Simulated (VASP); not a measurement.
**InSe: single point with PBE+D3(BJ)**

The system is InSe, a slab with vacuum.

```xyz
8
Lattice="4.0266 0.0000 0.0000 -2.0133 3.4871 0.0000 0.0000 0.0000 28.2707" Properties=species:S:1:pos:R:3 pbc="T T T"
Se    0.0000    0.0000    4.5000
Se    0.0000    0.0000    9.8854
Se    2.2370    0.7749   12.9954
Se    2.2370    0.7749   18.3807
In    2.0133    1.1624    5.7954
In    2.0133    1.1624    8.5899
In    0.2237   -0.3875   14.2908
In    0.2237   -0.3875   17.0853
```

This cell differs from its parent crystal: layers slid over each other.

```yaml
Program: VASP 6.6.1
Task: single point
Functional: PBE
Dispersion: D3(BJ)
Potentials_or_basis: VASP PAW PBE potentials, release 64 (Se, In_d)
Cutoff: 520 eV
k_mesh: 9 × 9 × 1
Occupations: gaussian, width 0.05 eV
Spin: no spin polarisation
```

```yaml
Largest_force: 0.034 eV/Å
Band_gap_on_the_k_mesh: 1.09 eV (least direct gap 1.15 eV)
Dispersion_energy_per_atom: -0.257 eV
```

Forces on the atoms (eV/Å):
```
Se   0.001  0.000 -0.011
Se   0.029 -0.018 -0.001
Se  -0.029  0.018  0.001
Se  -0.001  0.000  0.011
In   0.002 -0.001  0.012
In   0.000 -0.004  0.013
In   0.000  0.004 -0.013
In  -0.002  0.001 -0.012
```

Levels at points of the mesh, in eV from the valence-band top:
| k point | band 36 | band 37 | band 38 | band 39 | band 40 | band 41 |
| --- | --- | --- | --- | --- | --- | --- |
| (0.00, 0.00, 0.00) | -0.71 | -0.65 | -0.06 | 1.09 | 1.75 | 2.52 |

It took 25 min on 1 thread of Oxide Virtual Turin-like Processor (shared host), peak memory 0.78 GiB.

Caveat: the cell differs from its parent crystal (layers slid over each other); spin-orbit coupling is left out, which moves the levels of the heavy elements.
